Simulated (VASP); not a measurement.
Write the native input for VASP 6.6.1 that does the following.

- Task: single point
- Functional: BLYP
- Potentials or basis: VASP PAW PBE potentials, release 64 (Ag)
- Cutoff: 520 eV
- k mesh: 13 × 13 × 7
- Occupations: fermi-dirac, width 0.1 eV
- Spin: no spin polarisation
- Dipole correction: no
- Further INCAR settings: ALGO = Normal; EDIFF = 1e-06; NBANDS = 18

The structure of Ag lies in POSCAR:

```
Ag
1.0
    3.1043510500      0.0000000000      0.0000000000
   -1.5521755250      2.6884468715      0.0000000000
    0.0000000000      0.0000000000      5.0102287009
Ag
2
Direct
    0.3333333333      0.6666666667      0.2500000000
    0.6666666667      0.3333333333      0.7500000000
```

This isn't the form of Ag at room conditions, which is fcc.

The input as run:

INCAR

```
PREC     = Accurate       # precision mode
ENCUT    = 520            # plane-wave cutoff, eV
EDIFF    = 1E-6           # SCF threshold, eV
ISMEAR   = -1             # smearing method
SIGMA    = 0.1            # smearing width, eV
LREAL    = False          # projectors in reciprocal space
LASPH    = True           # aspherical terms in the spheres
NELM     = 80             # most SCF steps
ALGO     = Normal         # electronic algorithm
ISIF     = 2              # what is computed and relaxed
LWAVE    = False          # write WAVECAR
LCHARG   = True           # write CHGCAR
GGA      = B5             # functional
ALDAX    = 1.0          
AGGAX    = 1.0          
AGGAC    = 1.0          
ALDAC    = 0.0          
LELF     = True           # ELF
LVHAR    = True         
NBANDS   = 18             # bands
```

KPOINTS

```
Automatic mesh
0
Gamma
  13 13 7
```

Potentials or basis: VASP PAW PBE potentials, release 64 (Ag).

Run with:

```sh
$ cat potpaw_PBE.64/Ag/POTCAR > POTCAR
$ mpirun -np 1 vasp_std > vasp.out
```

It gave:

| Item | Value |
| --- | --- |
| Pressure | -4.2 GPa |
| Band gap on the k mesh | zero (bands 11 and 12 overlap by 5.87 eV) |

Caveat: the cell stands under tension; the PAW data sets were made with another functional, which shifts forces and pressure a little.

Wall time 88 s on 1 thread of Intel Xeon 8259CL (shared host), peak memory 0.19 GiB.
